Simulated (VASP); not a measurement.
SiC:

```
Si C
1.0
     0.00000    3.91709    2.48855
     1.43673    0.00000    2.48855
     1.43673    3.91709    0.00000
Si C
1 1
Cartesian
  1.4367 3.9171 3.3181
  1.4367 3.9171 1.6590
```

| Item | Value |
| --- | --- |
| Program | VASP 6.6.1 |
| Task | relaxation of cell and atoms |
| Functional | PBE |
| Potentials or basis | VASP PAW PBE potentials, release 64 (Si, C) |
| Cutoff | 600 eV |
| k mesh | 8 × 8 × 8 |
| Occupations | gaussian, width 0.1 eV |
| Spin | no spin polarisation |

At the start: pressure 41.8 GPa; volume 14.01 Å³/atom.

How do energy, volume and symmetry change on relaxing?

Over 5 steps the energy falls by 385.6 meV/atom and the volume is 16.27 Å³/atom (+16.2 %); space group Fmm2 (No. 42, to 0.05 Å).

The path:
```
step  energy change (eV)  largest force (eV/Å)  pressure (GPa)  volume (Å³)
   1              0.0000                0.0233           41.84        28.01
   2              1.4634                0.0152          -27.17        44.80
   3             -0.7584                0.0177           -3.91        33.22
   4             -0.7705                0.0170           -0.86        32.68
   5             -0.7711                0.0168            0.01        32.54
```

Final structure:
```
Si C
1.0
     0.00000    3.91726    2.68095
     1.54899    0.00000    2.68095
     1.54899    3.91726    0.00000
Si C
1 1
Direct
  0.66677 0.66677 0.33323
  0.33323 0.33323 0.66677
```

Caveat: the volume moved by over 15 % at a fixed basis, so the end points are rough.
